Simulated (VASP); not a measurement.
P, 4 atoms in the cell. The cell holds a slab with vacuum, 4 atoms: a = 3.284 Å, b = 34.857 Å, c = 4.632 Å, α = 90.00°, β = 90.00°, γ = 90.00°. 

| Property | Result |
| --- | --- |
| Program | VASP 6.6.1 |
| Task | relaxation of cell and atoms |
| Functional | PBE |
| Potentials or basis | VASP PAW PBE potentials, release 64 (P) |
| Cutoff | 600 eV |
| k mesh | 8 × 1 × 6 |
| Occupations | gaussian, width 0.02 eV |
| Spin | no spin polarisation |
| Dipole correction | no |
| Further INCAR settings | ALGO = Normal; EDIFF = 1e-06; IBRION = 2; EDIFFG = -0.005; NSW = 100; ISIF = 3 |

Potentials or basis: VASP PAW PBE potentials, release 64 (P).

The run is started by

```sh
$ cat potpaw_PBE.64/P/POTCAR > POTCAR
$ mpirun -np 1 vasp_std > vasp.out
```

Hardware: 1 thread of Intel(R) Xeon(R) 6975P-C (Granite Rapids), with other jobs on the host.

Q: Estimate the wall time of this run.

A: It took 13 min on 1 thread of Intel(R) Xeon(R) 6975P-C (Granite Rapids) (shared host), peak memory 0.76 GiB. Counts: scf iterations 94, k points 20, ion steps 12.
